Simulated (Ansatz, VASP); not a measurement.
# SrCl2 in VASP and in Ansatz

Contents of INCAR:

```
ALGO = Normal ; EDIFF = 1E-6
EDIFFG = -0.005 ; ENCUT = 600
GGA = CA ; IBRION = 2
ISIF = 3 ; ISMEAR = 0
LASPH = True ; LCHARG = False
LREAL = False ; LWAVE = False
NELM = 60 ; NSW = 100
PREC = Accurate ; SIGMA = 0.02
```

The input KPOINTS:

```
k-points
0
Gamma
  6 6 6
```

File POSCAR:

```
SrCl2
1.0
    0.0000000000      3.4883500000      3.4883500000
    3.4883500000      0.0000000000      3.4883500000
    3.4883500000      3.4883500000      0.0000000000
Sr Cl
1 2
Direct
    0.0000000000      0.0000000000      0.0000000000
    0.2500000000      0.2500000000      0.2500000000
    0.7500000000      0.7500000000      0.7500000000
```

Input for Ansatz:

```yaml
crystal:
  lattice:
    - [0.0, 3.48835, 3.48835]
    - [3.48835, 0.0, 3.48835]
    - [3.48835, 3.48835, 0.0]
  atoms:
    - { symbol: Sr, position: [0.0, 0.0, 0.0] }
    - { symbol: Cl, position: [0.25, 0.25, 0.25] }
    - { symbol: Cl, position: [0.75, 0.75, 0.75] }
basis:
  ecutwfc: 420
kpoints:
  mp_grid: { grid: [6, 6, 6] }
hamiltonian:
  xc: lda
scf:
  occupations: { method: gaussian, width: 0.02 }
output:
  forces: true
  stress: true
  eigenvalues: true
  write_density: true
  write_potential: true
  elf: true
  volumetric_format: npy
relax:
  adjacent_minimum: "off"
  f_tol: 0.005
  max_steps: 80
  cell: { stress_tol: 0.05 }
```

Alike in both runs: task relaxation of cell and atoms; functional LDA; k mesh 6 × 6 × 6; occupations gaussian, width 0.02 eV; no spin polarisation.

|  | VASP | Ansatz |
| --- | --- | --- |
| version | VASP 6.6.1 | Ansatz 0.2.0 |
| potentials or method | VASP PAW LDA potentials, release 64 (Sr_sv, Cl), cutoff 600 eV | scalar-relativistic, plane waves, PAW |
| valence electrons in the cell | 24 | 24 |

```tsv
	VASP	Ansatz	Ansatz less VASP
gap on the k mesh at the Fermi level, each at its own relaxed structure (eV)	5.10	5.10	+0.001
relaxed volume (Å³/atom)	26.34	26.19	-0.150
relaxed length of the cell vector where the two differ most in proportion (Å)	4.817	4.808	-0.0092
```

LDA's correlation is that of Perdew and Zunger in VASP and of Perdew and Wang (1992) in Ansatz.
